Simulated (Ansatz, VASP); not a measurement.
# Two plane-wave programs on Pb

```xyz
4
Lattice="5.4470 0.0000 0.0000 -2.7235 4.7172 0.0000 0.0000 0.0000 6.2363" Properties=species:S:1:pos:R:3 pbc="T T T"
Pb    0.0000    0.0000    1.5591
Pb    0.0000    0.0000    4.6772
Pb    0.0000    3.1448    1.5591
Pb    2.7235    1.5724    4.6772
```

Alike in both runs: functional PBE; k mesh 12 × 12 × 8; occupations gaussian, width 0.1 eV; no spin polarisation.

Ansatz relaxed the structure, and its values are those at the end. VASP's run is a single point on that final structure, the one shown.

|  | VASP | Ansatz |
| --- | --- | --- |
| version | VASP 6.6.1 | Ansatz 0.2.0 |
| potentials or method | VASP PAW PBE potentials, release 64 (Pb_d), cutoff 520 eV | scalar-relativistic, plane waves, PAW |
| valence electrons in the cell | 56 | 56 |

```tsv
	VASP	Ansatz	Ansatz less VASP
gap on the k mesh at the Fermi level (eV)	none	none	-
pressure (GPa)	0.0	0.0	+0.05
```

A gap of «none» marks a metal or a gap that the smearing closes. The functional is the same, so the differences come from potentials, cutoffs and numerics.

Spin-orbit coupling is off throughout.
